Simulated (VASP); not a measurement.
Wanted: the native input for a VASP 6.6.1 run.

- Task: single point
- Functional: r2SCAN
- Potentials or basis: VASP PAW PBE potentials, release 64 (Ga_d, Sb_d_GW)
- Cutoff: 550 eV
- k mesh: 8 × 8 × 8
- Occupations: fermi-dirac, width 0.02 eV
- Spin: no spin polarisation
- Dipole correction: no
- Second run: valence_matched
- Further INCAR settings: ALGO = Normal; EDIFF = 1e-06; NBANDS = 21

Crystal: GaSb.

```
Ga Sb
1.0
     0.00000    3.06588    3.06588
     3.06588    0.00000    3.06588
     3.06588    3.06588    0.00000
Ga Sb
1 1
Direct
  0.00000 0.00000 0.00000
  0.25000 0.25000 0.25000
```

These files were run (other wordings do the same):

POSCAR

```
GaSb
1.0
    0.0000000000      3.0658788003      3.0658788003
    3.0658788003      0.0000000000      3.0658788003
    3.0658788003      3.0658788003      0.0000000000
Ga Sb
1 1
Direct
    0.0000000000      0.0000000000      0.0000000000
    0.2500000000      0.2500000000      0.2500000000
```

INCAR.step1

```
PREC = Accurate
ENCUT = 550
ISMEAR = -1
SIGMA = 0.02
LREAL = F
LASPH = T
NELM = 120
NBANDS = 21
GGA = PE
ALGO = Normal
EDIFF = 1E-5
LWAVE = T
LCHARG = F
GGA_COMPAT = F
```

INCAR.step2

```
PREC = Accurate
ENCUT = 550
EDIFF = 1E-6
ISMEAR = -1
SIGMA = 0.02
LREAL = F
LASPH = T
NELM = 120
ALGO = Normal
ISIF = 2
LWAVE = F
LCHARG = F
METAGGA = R2SCAN
LMIXTAU = T
NBANDS = 21
ISTART = 1
GGA_COMPAT = F
```

KPOINTS

```
Automatic mesh
0
Gamma
  8 8 8
```

Potentials or basis: VASP PAW PBE potentials, release 64 (Ga_d, Sb_d_GW).

Command:

```sh
$ cat potpaw_PBE.64/Ga_d/POTCAR potpaw_PBE.64/Sb_d_GW/POTCAR > POTCAR
$ cp INCAR.step1 INCAR
$ mpirun -np 1 vasp_std > vasp.out
$ cp INCAR.step2 INCAR
$ mpirun -np 1 vasp_std > vasp.out
```

Results of the run:

```json
{"Pressure": "0.0 GPa", "Band gap on the k mesh": "0.40 eV, direct"}
```

Caveat: the PAW data sets were made with another functional, which shifts forces and pressure a little; spin-orbit coupling is left out, which moves the levels of the heavy elements.

Wall time 2.2 min on 1 thread of Intel(R) Xeon(R) Platinum 8375C CPU @ 2.90GHz (Ice Lake), on a shared host, peak memory 0.24 GiB.
